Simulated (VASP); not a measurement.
AlGa7N8: band structure with PBEsol

The system is AlGa7N8.

```xyz
16
Lattice="0.0000 0.0000 -5.1615 3.1713 5.4928 0.0000 3.1713 -5.4928 0.0000" Properties=species:S:1:pos:R:3 pbc="T T T"
Al    1.5856   -0.9155   -0.0082
Ga    3.1740   -3.6603   -0.0059
Ga    3.1685    1.8325   -0.0059
Ga    4.7569   -0.9186   -0.0059
Ga    3.1637   -1.8266   -2.5838
Ga    1.5856    0.9068   -2.5838
Ga    4.7569    0.9155   -2.5859
Ga    3.1788    3.6662   -2.5838
N     1.5856   -0.9155   -3.2699
N     3.1740   -3.6603   -3.2166
N     3.1686    1.8325   -3.2166
N     4.7569   -0.9186   -3.2166
N     3.1391   -1.8124   -0.6283
N     1.5856    0.8783   -0.6283
N     4.7569    0.9155   -0.6393
N     3.2034    3.6804   -0.6283
```

| Item | Value |
| --- | --- |
| Program | VASP 6.6.1 |
| Task | band structure |
| Functional | PBEsol |
| Potentials or basis | VASP PAW PBE potentials, release 64 (Al, Ga_d, N) |
| Cutoff | 520 eV |
| k mesh | 6 × 6 × 5 |
| Occupations | gaussian, width 0.03 eV |
| Spin | no spin polarisation |
| Further INCAR settings | ALGO = Normal; EDIFF = 1e-06; NBANDS = 81 |

```
Pressure                : 0.1 GPa
Largest force           : 0.005 eV/Å
Band gap on the k mesh  : 2.17 eV
Band gap along the path : 2.17 eV
```

Forces in eV/Å, atoms in the order of the input:
```
Al   0.000  0.000 -0.001
Ga  -0.001  0.000  0.002
Ga   0.001  0.000  0.002
Ga   0.000  0.001  0.002
Ga  -0.002  0.001 -0.004
Ga   0.000 -0.003 -0.004
Ga   0.000  0.000  0.005
Ga   0.002  0.001 -0.004
N    0.000  0.000 -0.003
N   -0.004 -0.002  0.000
N    0.004 -0.002  0.000
N    0.000  0.004  0.000
N    0.002 -0.001  0.001
N    0.000  0.002  0.001
N    0.000  0.000  0.003
N   -0.002 -0.001  0.001
```

Levels at points of the mesh, in eV from the valence-band top:
```
           k point  band 64  band 65  band 66  band 67  band 68  band 69  band 70  band 71
(0.00, 0.00, 0.00)    -0.90    -0.05     0.00     0.00     2.17     4.44     4.93     4.93
(0.50, 0.00, 0.00)    -0.60    -0.60    -0.43    -0.43     4.33     4.35     4.35     4.41
(0.00, 0.50, 0.00)    -0.74    -0.64    -0.55    -0.40     4.43     4.50     5.60     5.62
(0.50, 0.50, 0.00)    -1.41    -1.22    -1.21    -1.19     5.26     5.30     5.32     5.41
```

Core levels (eV, on the scale of the bands):
| atom | levels |
| --- | --- |
| 1 Al | 1s -1498.3, 2s -95.7, 2p -57.1 |
| 2 Ga | 1s -10217.0, 2s -1250.4, 2p -1086.8, 3s -136.6, 3p -87.3 |
| 3 Ga | 1s -10217.0, 2s -1250.4, 2p -1086.8, 3s -136.6, 3p -87.3 |
| 4 Ga | 1s -10217.0, 2s -1250.4, 2p -1086.8, 3s -136.6, 3p -87.3 |
| 5 Ga | 1s -10216.9, 2s -1250.4, 2p -1086.8, 3s -136.6, 3p -87.3 |
| 6 Ga | 1s -10216.9, 2s -1250.4, 2p -1086.8, 3s -136.6, 3p -87.3 |

Wall time 6.7 min on 4 MPI ranks on Intel(R) Xeon(R) Platinum 8488C (Sapphire Rapids), with other jobs on the host, peak memory 1.5 GiB a rank.

Caveat: the PAW data sets were made with another functional, which shifts forces and pressure a little.
